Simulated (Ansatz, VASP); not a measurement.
Two plane-wave programs on SiBF

```
CELL_PARAMETERS angstrom
2.22042 0.00000 0.00000
0.00000 3.74069 0.00000
0.00000 0.00000 4.99803
ATOMIC_POSITIONS crystal
Si 0.00000 0.50000 0.00000
B 0.00000 0.00000 0.50000
F 0.00000 0.00000 0.00000
```

Alike in both runs: functional PBE; k mesh 20 × 12 × 10; occupations gaussian, width 0.1 eV; no spin polarisation.

Ansatz relaxed the structure, and its values are those at the end. VASP's run is a single point on that final structure, the one shown.

|  | VASP | Ansatz |
| --- | --- | --- |
| version | VASP 6.6.1 | Ansatz 0.2.0 |
| potentials or method | VASP PAW PBE potentials, release 64 (Si, B, F), cutoff 520 eV | scalar-relativistic, plane waves, PAW |
| valence electrons in the cell | 14 | 14 |

|  | VASP | Ansatz | Ansatz less VASP |
| --- | --- | --- | --- |
| gap on the k mesh at the Fermi level (eV) | none | none | - |
| pressure (GPa) | 0.0 | 0.0 | +0.03 |

A gap of «none» marks a metal or a gap that the smearing closes.
